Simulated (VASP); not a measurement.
# CaO (Fm-3m) in VASP: notebook, part 2 of 2

VASP 6.6.1.

### 5 Single point, PBE

This run uses another cell than the first one, of 13.89 Å³/atom, 1.015 times its volume.

INCAR

```
SYSTEM = CaO
PREC = Accurate
ENCUT = 520
EDIFF = 1E-7
ISMEAR = 0
SIGMA = 0.01
LREAL = .False.
LASPH = .True.
NELM = 60
ALGO = Normal
ISIF = 2
LWAVE = .False.
LCHARG = .True.
GGA = PE
LELF = .True.
LVHAR = .True.
NBANDS = 15
```

KPOINTS

```
Automatic mesh
0
Gamma
  6 6 6
  0 0 0
```

POSCAR

```
CaO
1.0
    0.0000000000      2.4035556960      2.4035556960
    2.4035556960      0.0000000000      2.4035556960
    2.4035556960      2.4035556960      0.0000000000
Ca O
1 1
Direct
    0.0000000000      0.0000000000      0.0000000000
    0.5000000000      0.5000000000      0.5000000000
```

Potentials or basis: VASP PAW PBE potentials, release 64 (Ca_sv, O).

On the command line:

```bash
cat potpaw_PBE.64/Ca_sv/POTCAR potpaw_PBE.64/O/POTCAR > POTCAR
mpirun -np 1 vasp_std > vasp.out
```

OUTCAR:

```text
SYSTEM = CaO
   PREC = Accurate
   ENCUT = 520
   EDIFF = 1E-7
   ISMEAR = 0
   LREAL = .False.
   LASPH = .True.
   NELM = 60
   ISIF = 2
   GGA = PE

 ion  position               nearest neighbor table
   1  0.000  0.000  0.000-   2 2.40   2 2.40   2 2.40   2 2.40   2 2.40   2 2.40
   2  0.500  0.500  0.500-   1 2.40   1 2.40   1 2.40   1 2.40   1 2.40   1 2.40

  LATTYP: Found a face centered cubic cell.
 ALAT       =     4.8071113920

  Lattice vectors:

 A1 = (   0.0000000000,   2.4035556960,   2.4035556960)
 A2 = (   2.4035556960,   0.0000000000,   2.4035556960)
[... 464 lines left out ...]

  FORCE on cell =-STRESS in cart. coord.  units (eV):
  Direction    XX          YY          ZZ          XY          YZ          ZX
  --------------------------------------------------------------------------------------
  -------------------------------------------------------------------------------------
  Total        0.3818191      0.3818191      0.3818191      0.0000000      0.0000000     -0.0000000
  in kB       22.0280326     22.0280326     22.0280326      0.0000000      0.0000000     -0.0000000
  external PRESSURE =      22.0280326 kB  Pullay stress =       0.0000000 kB

 VOLUME and BASIS-vectors are now :
 -----------------------------------------------------------------------------
  energy-cutoff  :      520.00
  volume of cell :       27.77
      direct lattice vectors                 reciprocal lattice vectors
     0.000000000  2.403555696  2.403555696    -0.208025136  0.208025136  0.208025136
     2.403555696  0.000000000  2.403555696     0.208025136 -0.208025136  0.208025136
     2.403555696  2.403555696  0.000000000     0.208025136  0.208025136 -0.208025136

 POSITION                                       TOTAL-FORCE (eV/Angst)
 -----------------------------------------------------------------------------------
      0.00000      0.00000      0.00000         0.000000     -0.000000     -0.000000
      2.40356      2.40356      2.40356        -0.000000      0.000000      0.000000
 -----------------------------------------------------------------------------------
    total drift:                                0.000000      0.000000      0.000000

  FREE ENERGIE OF THE ION-ELECTRON SYSTEM (eV)
  ---------------------------------------------------
  free  energy   TOTEN  =       -12.8012432313 eV

  energy  without entropy=      -12.8012432313  energy(sigma->0) =      -12.80124323
```

OSZICAR:

```text
N       E                     dE             d eps       ncg     rms          rms(c)
DAV:   1     0.126645352826E+03    0.12665E+03   -0.82804E+03   480   0.109E+03
DAV:   2    -0.958276034678E+01   -0.13623E+03   -0.12763E+03   634   0.298E+02
DAV:   3    -0.143897650665E+02   -0.48070E+01   -0.47876E+01   564   0.579E+01
DAV:   4    -0.145104307204E+02   -0.12067E+00   -0.12060E+00   657   0.871E+00
DAV:   5    -0.145131306334E+02   -0.26999E-02   -0.26999E-02   581   0.102E+00    0.856E+00
DAV:   6    -0.128761095083E+02    0.16370E+01   -0.50884E+00   544   0.219E+01    0.358E+00
DAV:   7    -0.128045644657E+02    0.71545E-01   -0.41623E-01   544   0.659E+00    0.180E+00
DAV:   8    -0.128021767712E+02    0.23877E-02   -0.75798E-02   613   0.295E+00    0.423E-01
DAV:   9    -0.128006039005E+02    0.15729E-02   -0.48797E-03   487   0.578E-01    0.109E-01
DAV:  10    -0.128012689183E+02   -0.66502E-03   -0.76110E-04   586   0.249E-01    0.421E-02
DAV:  11    -0.128012436146E+02    0.25304E-04   -0.55569E-05   585   0.868E-02    0.771E-03
DAV:  12    -0.128012431537E+02    0.46088E-06   -0.76152E-06   550   0.251E-02    0.308E-03
DAV:  13    -0.128012432313E+02   -0.77591E-07   -0.28132E-07   592   0.510E-03
   1 F= -.12801243E+02 E0= -.12801243E+02  d E =-.410694E-65
```

stdout:

```text
POSCAR found type information on POSCAR CaO
 POSCAR found :  2 types and       2 ions
 scaLAPACK will be used
 LDA part: xc-table for (Slater+PW92), standard interpolation
 POSCAR, INCAR and KPOINTS ok, starting setup
 FFT: planning ... GRIDC
 FFT: planning ... GRID_SOFT
 FFT: planning ... GRID
 WAVECAR not read
 entering main loop
```

It took 10 s on 1 thread of Intel Xeon 6975P-C, shared host; peak memory 0.16 GiB.

What came out:

| Quantity | Value |
| --- | --- |
| Free energy | -12.8012 eV |
| Pressure | 2.2 GPa |
| Band gap on the k mesh | 3.64 eV, indirect (least direct gap 4.01 eV) |

A k mesh can miss the band edges. A hybrid or GW would open this gap; PBE tends to underestimate it.

### 6 Single point, PBEsol

This run uses another cell than the first one, of 13.05 Å³/atom, 0.954 times its volume.

INCAR

```
PREC     = Accurate       # precision mode
ENCUT    = 520            # plane-wave cutoff, eV
EDIFF    = 1E-7           # SCF threshold, eV
ISMEAR   = -1             # smearing method
SIGMA    = 0.05           # smearing width, eV
LREAL    = F              # projectors in reciprocal space
LASPH    = T              # aspherical terms in the spheres
NELM     = 100            # most SCF steps
ALGO     = Normal         # electronic algorithm
ISIF     = 2              # what is computed and relaxed
LWAVE    = F              # write WAVECAR
LCHARG   = F              # write CHGCAR
GGA      = PS             # functional
NBANDS   = 15             # bands
```

KPOINTS

```
Automatic mesh
0
Gamma
  10 10 10
```

POSCAR

```
CaO
1.0
    0.0000000000      2.3544897713      2.3544897713
    2.3544897713      0.0000000000      2.3544897713
    2.3544897713      2.3544897713      0.0000000000
Ca O
1 1
Direct
    0.0000000000      0.0000000000      0.0000000000
    0.5000000000      0.5000000000      0.5000000000
```

Potentials or basis: VASP PAW PBE potentials, release 64 (Ca_sv, O).

On the command line:

```bash
cat potpaw_PBE.64/Ca_sv/POTCAR potpaw_PBE.64/O/POTCAR > POTCAR
mpirun -np 1 vasp_std > vasp.out
```

It took 25 s on 1 thread of AMD EPYC 7R43 (Zen 3), shared host; peak memory 0.13 GiB.

Results (log left out):

```
Free energy            : -13.3916 eV
Pressure               : 5.4 GPa
Band gap on the k mesh : 3.50 eV, indirect (least direct gap 3.86 eV)
```

Levels at points of the mesh, in eV from the valence-band top:
```
           k point  band 6  band 7  band 8  band 9  band 10  band 11
(0.00, 0.00, 0.00)    0.00    0.00    0.00    5.07     6.33     6.33
(0.50, 0.00, 0.00)   -2.85   -1.35   -1.35    7.30     8.71     8.71
(0.50, 0.50, 0.00)   -1.28   -0.36   -0.36    3.50     8.51     9.27
```

Caveat: the PAW data sets were made with another functional, which shifts forces and pressure a little. A k mesh can miss the band edges.

### 7 The runs side by side

| level | cell | k mesh | smearing | gap on the mesh (eV) | pressure (GPa) |
| --- | --- | --- | --- | --- | --- |
| PBE+D3(BJ) | a = 3.382 Å, angles 60.0°, 2 atoms | 10 × 10 × 10 | fermi-dirac 0.05 eV | 3.63 | 0.6 |
| PBE+D4 | a = 3.394 Å, angles 60.0°, 2 atoms | 10 × 10 × 10 | fermi-dirac 0.05 eV | 3.63 | 0.6 |
| revPBE+D3(BJ) | a = 3.381 Å, angles 60.0°, 2 atoms | 10 × 10 × 10 | fermi-dirac 0.05 eV | 3.71 | 0.6 |
| PBE | a = 3.399 Å, angles 60.0°, 2 atoms | 6 × 6 × 6 | gaussian 0.01 eV | 3.64 | 2.2 |
| PBEsol | a = 3.330 Å, angles 60.0°, 2 atoms | 10 × 10 × 10 | fermi-dirac 0.05 eV | 3.50 | 5.4 |

Alike in all rows: task single point; potentials or basis VASP PAW PBE potentials, release 64 (Ca_sv, O); no spin polarisation; cutoff (eV) 520.

Caveats: the PAW data sets were made with another functional, which shifts forces and pressure a little (some runs).

Total energies depend on the potentials used, so only differences within one code and one set of settings carry meaning.
